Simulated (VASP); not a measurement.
Write the native input for VASP 6.6.1 that does the following.

```
Task                   : single point
Functional             : LDA
Potentials or basis    : VASP PAW PBE potentials, release 64 (Yb)
Cutoff                 : 520 eV
k mesh                 : 11 × 11 × 11
Occupations            : methfessel-paxton, width 0.6 eV
Spin                   : no spin polarisation
Dipole correction      : no
Further INCAR settings : ALGO = Normal; EDIFF = 1e-06; NBANDS = 18
```

The structure of Yb lies in POSCAR:

```
Yb
1.0
    0.0000000000      2.4569516026      2.4569516026
    2.4569516026      0.0000000000      2.4569516026
    2.4569516026      2.4569516026      0.0000000000
Yb
1
Direct
    0.0000000000      0.0000000000      0.0000000000
```

The input as run:

INCAR

```
SYSTEM = Yb
PREC = Accurate ; ENCUT = 520
EDIFF = 1E-6 ; ISMEAR = 1
SIGMA = 0.6 ; LREAL = .False.
LASPH = .True. ; NELM = 100
ALGO = Normal ; ISIF = 2
LWAVE = .False. ; LCHARG = .True.
GGA = CA ; LELF = .True.
LVHAR = .True. ; NBANDS = 18
```

KPOINTS

```
Automatic mesh
0
Gamma
  11 11 11
  0 0 0
```

Potentials or basis: VASP PAW PBE potentials, release 64 (Yb).

Launch:

```sh
$ cat potpaw_PBE.64/Yb/POTCAR > POTCAR
$ mpirun -np 1 vasp_std > vasp.out
```

It gave:

- Pressure: -2.2 GPa
- Band gap on the k mesh: zero (bands 12 and 13 overlap by 0.11 eV)

Caveat: so wide a smearing shifts energies and pressures; the PAW data sets were made with another functional, which shifts forces and pressure a little; spin-orbit coupling is left out, which moves the levels of the heavy elements.

Wall time 43 s on 1 thread of AMD EPYC 7R13 Processor (Zen 3), on a shared host, peak memory 0.14 GiB.
